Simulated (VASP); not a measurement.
# CaB2 (P6/mmm) in VASP: a series of runs

CaB2 is run at these levels: PBE, PBEsol+D3(BJ), PBE+D3(BJ); tasks: single point.

Everything below comes from runs of VASP 6.6.1. Logs are shortened: lines on timing, memory, paths and dates and some standing lists are left out, and cuts for length are marked.

### Step 1. The cell of the first run

The structure is hexagonal, space group P6/mmm (No. 191). Conventional cell: a = 3.226 Å, b = 3.226 Å, c = 4.067 Å, α = 90.00°, β = 90.00°, γ = 120.00°. Within 3.6 Å of Ca (site symmetry 6/mmm) lie 12 B at 2.76 Å and 6 Ca at 3.23 Å. B (site symmetry -6m2) has 3 B at 1.86 Å within 2.5 Å.

### Step 2. Single point, PBE, collinear spin

File INCAR:

```
SYSTEM = CaB2
PREC = Accurate ; ENCUT = 500
EDIFF = 1E-6 ; ISMEAR = 0
SIGMA = 0.1 ; LREAL = .False.
LASPH = .True. ; NELM = 200
ALGO = Normal ; ISIF = 2
LWAVE = .False. ; LCHARG = .True.
ISPIN = 2 ; MAGMOM = 0 0 5
LORBIT = 11 ; GGA = PE
LELF = .True. ; LVHAR = .True.
NBANDS = 19 ; GGA_COMPAT = .False.
```

File KPOINTS:

```
Automatic mesh
0
Gamma
  6 6 4
  0 0 0
```

File POSCAR:

```
CaB2
1.0
    3.2264302843      0.0000000000      0.0000000000
   -1.6132151421      2.7941705897      0.0000000000
    0.0000000000      0.0000000000      4.0673920000
Ca B
1 2
Direct
    0.0000000000      0.0000000000      0.0000000000
    0.3333333333      0.6666666667      0.5000000000
    0.6666666667      0.3333333333      0.5000000000
```

Potentials or basis: VASP PAW PBE potentials, release 64 (Ca_sv, B).

Started as:

```bash
$ cat potpaw_PBE.64/Ca_sv/POTCAR potpaw_PBE.64/B/POTCAR > POTCAR
$ mpirun -np 1 vasp_std > vasp.out
```

OUTCAR:

```text
SYSTEM = CaB2
   PREC = Accurate
   ENCUT = 500
   EDIFF = 1E-6
   ISMEAR = 0
   LREAL = .False.
   LASPH = .True.
   NELM = 200
   ISIF = 2
   ISPIN = 2
   LORBIT = 11
   GGA = PE

 ion  position               nearest neighbor table
   1  0.000  0.000  0.000-
   2  0.333  0.667  0.500-   3 1.86   3 1.86   3 1.86
   3  0.667  0.333  0.500-   2 1.86   2 1.86   2 1.86

  LATTYP: Found a hexagonal cell.
 ALAT       =     3.2264302843
 C/A-ratio  =     1.2606477257

  Lattice vectors:

 A1 = (   3.2264302843,   0.0000000000,   0.0000000000)
 A2 = (  -1.6132151421,   2.7941705897,   0.0000000000)
 A3 = (   0.0000000000,   0.0000000000,   4.0673920000)

Analysis of symmetry for initial positions (statically):
=====================================================================
 Subroutine PRICEL returns:
 Original cell was already a primitive cell.

 Routine SETGRP: Setting up the symmetry group for a
 hexagonal supercell.

 Subroutine GETGRP returns: Found 24 space group operations
 (whereof 24 operations were pure point group operations)
 out of a pool of 24 trial point group operations.

The static configuration has the point symmetry D_6h.

Analysis of symmetry for dynamics (positions and initial velocities):
=====================================================================
 Subroutine PRICEL returns:
 Original cell was already a primitive cell.

 Routine SETGRP: Setting up the symmetry group for a
 hexagonal supercell.

 Subroutine GETGRP returns: Found 24 space group operations
 (whereof 24 operations were pure point group operations)
 out of a pool of 24 trial point group operations.

The dynamic configuration has the point symmetry D_6h.

Analysis of structural, dynamic, and magnetic symmetry:
=====================================================================
 Subroutine PRICEL returns:
 Original cell was already a primitive cell.

 Routine SETGRP: Setting up the symmetry group for a
 hexagonal supercell.

 Subroutine GETGRP returns: Found 12 space group operations
 (whereof 12 operations were pure point group operations)
 out of a pool of 24 trial point group operations.

The overall configuration has the point symmetry D_3h.

 Subroutine INISYM returns: Found 12 space group operations
 (whereof 12 operations are pure point group operations),
 and found     1 'primitive' translations

----------------------------------------------------------------------------------------

                                     Primitive cell

  volume of cell :      36.6683

  direct lattice vectors                    reciprocal lattice vectors
     3.226430284  0.000000000  0.000000000     0.309940061  0.178943978  0.000000000
    -1.613215142  2.794170590  0.000000000     0.000000000  0.357887956  0.000000000
     0.000000000  0.000000000  4.067392000     0.000000000  0.000000000  0.245857788

  length of vectors
     3.226430284  3.226430284  4.067392000     0.357887956  0.357887956  0.245857788

  position of ions in fractional coordinates (direct lattice)
     0.000000000  0.000000000  0.000000000
     0.333333333  0.666666667  0.500000000
     0.666666667  0.333333333  0.500000000

  ion indices of the primitive-cell ions
   primitive index   ion index
                 1           1
                 2           2
                 3           3

----------------------------------------------------------------------------------------

 KPOINTS: Automatic mesh

Automatic generation of k-mesh.
 Grid dimensions read from file:
 generate k-points for:    6    6    4

 Generating k-lattice:

  Cartesian coordinates                     Fractional coordinates (reciprocal lattice)
     0.051656677  0.029823996  0.000000000     0.166666667  0.000000000  0.000000000
     0.000000000  0.059647993  0.000000000     0.000000000  0.166666667  0.000000000
     0.000000000  0.000000000  0.061464447     0.000000000  0.000000000  0.250000000

  Length of vectors
     0.059647993  0.059647993  0.061464447

  Shift w.r.t. Gamma in fractional coordinates (k-lattice)
     0.000000000  0.000000000  0.000000000

 Subroutine IBZKPT returns following result:
 ===========================================

 Found     21 irreducible k-points:

 Following reciprocal coordinates:
            Coordinates               Weight
  0.000000  0.000000  0.000000      1.000000
  0.166667 -0.000000  0.000000      6.000000
  0.333333 -0.000000  0.000000      6.000000
  0.500000 -0.000000  0.000000      3.000000
  0.166667  0.166667  0.000000      6.000000
  0.333333  0.166667  0.000000     12.000000
[... 13 lines left out ...]
  0.333333  0.166667  0.500000     12.000000
  0.333333  0.333333  0.500000      2.000000
   k-points           NKPTS =     21   k-points in BZ     NKDIM =     21   number of bands    NBANDS=     19
   number of dos      NEDOS =    301   number of ions     NIONS =      3
   total plane-waves  NPLWV =  17280
   dimension x,y,z NGX =    24 NGY =   24 NGZ =   30
   dimension x,y,z NGXF=    48 NGYF=   48 NGZF=   60
   ions per type =               1   2
   NGX,Y,Z   is equivalent  to a cutoff of  12.37, 12.37, 12.26 a.u.
   NGXF,Y,Z  is equivalent  to a cutoff of  24.73, 24.73, 24.52 a.u.
 SYSTEM =  CaB2
   PREC   = accura    normal or accurate (medium, high low for compatibility)
   ISTART =      0    job   : 0-new  1-cont  2-samecut
   ICHARG =      2    charge: 1-file 2-atom 10-const
   ISPIN  =      2    spin polarized calculation?
   LNONCOLLINEAR =      F non collinear calculations
   LSORBIT =      F    spin-orbit coupling
   LASPH  =      T    aspherical Exc in radial PAW
   ENCUT  =  500.0 eV  36.75 Ry    6.06 a.u.   5.88  5.88  7.42*2*pi/ulx,y,z
   NELM   =    200;   NELMIN=  2; NELMDL= -5     # of ELM steps
   EDIFF  = 0.1E-05   stopping-criterion for ELM
   LREAL  =      F    real-space projection
   EDIFFG = 0.1E-04   stopping-criterion for IOM
   NSW    =      0    number of steps for IOM
   IBRION =     -1    ionic relax: 0-MD 1-quasi-New 2-CG
   NFREE  =      0    steps in history (QN), initial steepest desc. (CG)
   ISIF   =      2    stress and relaxation
   ISYM   =      2    0-nonsym 1-usesym 2-fastsym
   POTIM  = 0.5000    time-step for ionic-motion
   TEBEG  =    0.0;   TEEND  =   0.0 temperature during run
   PSTRESS=    0.0 pullay stress
   NELECT =      16.0000    total number of electrons
   NUPDOWN=      -1.0000    fix difference up-down
   EMIN   =  10.00;   EMAX   =-10.00  energy-range for DOS
   EFERMI =   0.00;   METHOD = LEGACY
   ISMEAR =     0;   SIGMA  =   0.10  broadening in eV -4-tet -1-fermi 0-gaus
   EFERMI_NEDOS =   21; number of points for ismear=-14 and -15
   IALGO  =     38    algorithm
   IMIX   =      4    mixing-type and parameters
     AMIX     =   0.40;   BMIX     =  1.00
     AMIX_MAG =   1.60;   BMIX_MAG =  1.00
  volume/ion in A,a.u.               =      12.22        82.48
  Fermi-wavevector in a.u.,A,eV,Ry     =   1.241703  2.346479 20.977823  1.541826
  Thomas-Fermi vector in A             =   2.376089
   LORBIT       =     11    0 simple, 1 ext, 2 COOP (PROOUT), +10 PAW based schemes
   GGA     = PE    functional components
   LHFCALC =     F    Hartree Fock is set to
   AEXX    =    0.0000 exact exchange contribution
   IVDW    =     0    specifies the selected vdW correction
   LEPSILON=     F    determine dielectric tensor
   LRPA    =     F    only Hartree local field effects (RPA)
 spin polarized calculation
 Gauss-broadening in eV      SIGMA  =   0.10
  energy-cutoff  :      500.00
  volume of cell :       36.67
 maximum number of plane-waves:       945
 NGX is ok and might be reduce to    24
   NGX = 11   NGY = 11   NGZ = 15

 number of electron      16.0000004 magnetization      -0.0054196

 number of electron      16.0000004 magnetization       0.0010158

 Free energy of the ion-electron system (eV)
  ---------------------------------------------------
  ext. energy  EPLUGINS =         0.00000000
  ---------------------------------------------------
  free energy    TOTEN  =       -15.71863632 eV

  energy without entropy =      -15.70531695  energy(sigma->0) =      -15.71197664

 E-fermi :   4.6504     XC(G=0): -10.8085

 val. band max:        4.5917474252   @ k =   0.1667  -0.0000   0.2500
 cond. band min:       4.6681969183   @ k =   0.3333   0.3333   0.0000
 fundamental gap:      0.0764494932
 Fermi energy:         4.6503838307

 spin component 1

 k-point     1 :       0.0000    0.0000    0.0000
  band No.  band energies     occupation
      1     -35.1079      1.00000
      2     -16.0953      1.00000
      3     -15.9038      1.00000
      4     -15.9038      1.00000
      5      -5.7354      1.00000
      6       2.8707      1.00000
[... 11 lines left out ...]
     18      13.4342      0.00000
     19      21.6616      0.00000
[... 419 lines left out ...]
 k-point    21 :       0.3333    0.3333    0.5000
  band No.  band energies     occupation
      1     -34.9774      1.00000
      2     -16.4143      1.00000
      3     -16.4143      1.00000
      4     -16.0010      1.00000
      5      -1.5071      1.00000
      6      -1.5068      1.00000
[... 11 lines left out ...]
     18      17.3834      0.00000
     19      18.6192      0.00000
 Fermi energy:         4.6503838307

 spin component 2

 k-point     1 :       0.0000    0.0000    0.0000
  band No.  band energies     occupation
      1     -35.1079      1.00000
      2     -16.0953      1.00000
      3     -15.9039      1.00000
      4     -15.9039      1.00000
      5      -5.7348      1.00000
      6       2.8712      1.00000
[... 11 lines left out ...]
     18      13.4346      0.00000
     19      21.6820      0.00000
[... 419 lines left out ...]
 k-point    21 :       0.3333    0.3333    0.5000
  band No.  band energies     occupation
      1     -34.9774      1.00000
      2     -16.4143      1.00000
      3     -16.4143      1.00000
      4     -16.0010      1.00000
      5      -1.5065      1.00000
      6      -1.5061      1.00000
[... 11 lines left out ...]
     18      17.3839      0.00000
     19      18.6196      0.00000

------------------------ aborting loop because EDIFF is reached ----------------------------------------

  FORCE on cell =-STRESS in cart. coord.  units (eV):
  Direction    XX          YY          ZZ          XY          YZ          ZX
  --------------------------------------------------------------------------------------
  -------------------------------------------------------------------------------------
  Total        0.0122698      0.0122698      0.0127130      0.0000000      0.0000000      0.0000000
  in kB        0.5361116      0.5361116      0.5554789      0.0000000      0.0000000      0.0000000
  external PRESSURE =       0.5425674 kB  Pullay stress =       0.0000000 kB

 VOLUME and BASIS-vectors are now :
 -----------------------------------------------------------------------------
  energy-cutoff  :      500.00
  volume of cell :       36.67
      direct lattice vectors                 reciprocal lattice vectors
     3.226430284  0.000000000  0.000000000     0.309940061  0.178943978  0.000000000
    -1.613215142  2.794170590  0.000000000     0.000000000  0.357887956  0.000000000
     0.000000000  0.000000000  4.067392000     0.000000000  0.000000000  0.245857788

 POSITION                                       TOTAL-FORCE (eV/Angst)
 -----------------------------------------------------------------------------------
      0.00000      0.00000      0.00000        -0.000000      0.000000      0.000000
     -0.00000      1.86278      2.03370        -0.000000      0.000000      0.000000
      1.61322      0.93139      2.03370         0.000000      0.000000      0.000000
 -----------------------------------------------------------------------------------
    total drift:                               -0.000000      0.000000      0.000000

  FREE ENERGIE OF THE ION-ELECTRON SYSTEM (eV)
  ---------------------------------------------------
  free  energy   TOTEN  =       -15.7186363248 eV

  energy  without entropy=      -15.7053169466  energy(sigma->0) =      -15.71197664

 total charge

# of ion       s       p       d       tot
------------------------------------------
    1        2.055   5.885   0.349   8.289
    2        0.675   1.118   0.000   1.793
    3        0.675   1.118   0.000   1.793
--------------------------------------------------
tot          3.405   8.122   0.349  11.876

 magnetization (x)

# of ion       s       p       d       tot
------------------------------------------
    1        0.000   0.000   0.000   0.000
    2       -0.000   0.000   0.000   0.000
    3        0.000   0.000   0.000   0.000
--------------------------------------------------
tot          0.000   0.000   0.000   0.000
```

Wall time 16 s (1 thread of Intel Xeon 6975P-C (Granite Rapids), shared host); peak memory 0.16 GiB.

What came out:

```yaml
Free_energy: -15.7186 eV
Pressure: 0.1 GPa
Band_gap_on_the_k_mesh: zero (filled and empty bands overlap)
Net_moment: 0.00 μB per cell
Valence_electrons_inside_the_program's_atomic_spheres: Ca 8.29; B 1.79
```

Caveat: the k points lie up to 0.39 Å⁻¹ apart, too coarse for converged energies and pressures of a metal.

### Step 3. Single point, PBEsol+D3(BJ)

File INCAR:

```
PREC     = Accurate       # precision mode
ENCUT    = 500            # plane-wave cutoff, eV
EDIFF    = 1E-6           # SCF threshold, eV
ISMEAR   = 0              # smearing method
SIGMA    = 0.1            # smearing width, eV
LREAL    = False          # projectors in reciprocal space
LASPH    = True           # aspherical terms in the spheres
NELM     = 120            # most SCF steps
ALGO     = Normal         # electronic algorithm
ISIF     = 2              # what is computed and relaxed
LWAVE    = False          # write WAVECAR
LCHARG   = True           # write CHGCAR
GGA      = PS             # functional
IVDW     = 12             # dispersion correction
LELF     = True           # ELF
LVHAR    = True         
ISYM     = 0            
NBANDS   = 15             # bands
GGA_COMPAT= False
```

File KPOINTS:

```
regular mesh
0
Gamma
  4 1 1
```

POSCAR is that of step 2.

Potentials or basis: VASP PAW PBE potentials, release 64 (Ca_sv, B).

Started as:

```bash
$ cat potpaw_PBE.64/Ca_sv/POTCAR potpaw_PBE.64/B/POTCAR > POTCAR
$ mpirun -np 1 vasp_std > vasp.out
```

It took 4.3 s on 1 thread of Intel Xeon Platinum 8488C (Sapphire Rapids), shared host; peak memory 0.15 GiB.

The run converged. Its results:

```
Free energy                : -13.9085 eV
Pressure                   : 0.6 GPa
Largest force              : 1.957 eV/Å
Band gap on the k mesh     : 0.06 eV
Dispersion energy per atom : -0.256 eV
```

Forces in eV/Å, atoms in the order of the input:
```
Ca   0.000  0.000  0.000
B    1.695  0.979  0.000
B   -1.695 -0.979  0.000
```

Stress tensor (GPa, compression positive):
```
 -6.41   3.40   0.00
  3.40 -10.33   0.00
  0.00   0.00  18.60
```

Levels at points of the mesh, in eV from the valence-band top:
| k point | band 5 | band 6 | band 7 | band 8 | band 9 | band 10 | band 11 | band 12 |
| --- | --- | --- | --- | --- | --- | --- | --- | --- |
| (0.00, 0.00, 0.00) | -10.81 | -2.15 | -0.08 | 0.00 | 0.06 | 5.09 | 5.16 | 5.96 |
| (0.50, 0.00, 0.00) | -7.13 | -6.87 | -1.73 | -1.52 | 0.53 | 2.71 | 4.97 | 5.92 |

Caveat: the k points lie up to 1.95 Å⁻¹ apart; the PAW data sets were made with another functional, which shifts forces and pressure a little; an odd mesh through Γ misses points on the zone boundary, where band edges can lie.

### Step 4. Single point, PBE+D3(BJ)

File INCAR:

```
  PREC = Accurate
  ENCUT = 500
  EDIFF = 1E-6
  ISMEAR = 1
  SIGMA = 0.031
  LREAL = False
  LASPH = True
  NELM = 120
  ALGO = Normal
  ISIF = 2
  LWAVE = False
  LCHARG = False
  GGA = PE
  IVDW = 12
  NBANDS = 15
  GGA_COMPAT = False
```

File KPOINTS:

```
Automatic mesh
0
Gamma
  3 3 1
```

File POSCAR:

```
CaB2
1.0
    3.2264302843      0.0000000000      0.0000000000
   -1.6132151421      2.7941705897      0.0000000000
    0.0000000000      0.0000000000      4.0673920000
Ca B
1 2
Direct
    0.5300000000      0.8250000000      0.8050000000
    0.8633333333      1.4916666667      1.3050000000
    1.1966666667      1.1583333333      1.3050000000
```

Started as:

```bash
$ cat potpaw_PBE.64/Ca_sv/POTCAR potpaw_PBE.64/B/POTCAR > POTCAR
$ mpirun -np 1 vasp_std > vasp.out
```

It took 3.5 s on 1 thread of Intel Xeon Platinum 8488C (Sapphire Rapids), shared host; peak memory 0.15 GiB.

The run converged. Its results:

- Free energy: -15.5039 eV
- Pressure: -8.6 GPa
- Band gap on the k mesh: zero (bands 8 and 9 overlap by 0.40 eV)
- Dispersion energy per atom: -0.281 eV

Stress tensor (GPa, compression positive):
```
-19.88   0.00   0.00
  0.00 -19.88   0.00
  0.00   0.00  13.90
```

Levels at points of the mesh, in eV from the Fermi level:
| k point | band 4 | band 5 | band 6 | band 7 | band 8 | band 9 | band 10 | band 11 | band 12 | band 13 |
| --- | --- | --- | --- | --- | --- | --- | --- | --- | --- | --- |
| (0.00, 0.00, 0.00) | -20.73 | -10.37 | -1.79 | 0.37 | 0.37 | 0.54 | 5.27 | 5.27 | 6.15 | 6.15 |

Caveat: the k points lie up to 1.54 Å⁻¹ apart.

### Step 5. Overview

```csv
level,spin,k mesh,smearing,gap on the mesh (eV),pressure (GPa)
PBE,collinear,6 × 6 × 4,gaussian 0.1 eV,none,0.1
PBEsol+D3(BJ),off,4 × 1 × 1,gaussian 0.1 eV,0.06,0.6
PBE+D3(BJ),off,3 × 3 × 1,methfessel-paxton 0.031 eV,none,-8.6
```

Alike in all rows: task single point; potentials or basis VASP PAW PBE potentials, release 64 (Ca_sv, B); cell as given; cutoff (eV) 500.

Caveats: all runs use coarse meshes; the PAW data sets were made with another functional, which shifts forces and pressure a little (at least some runs); an odd mesh through Γ misses points on the zone boundary, where band edges can lie (at least some runs).

Total energies depend on the potentials used, so only differences within one code and one set of settings carry meaning.
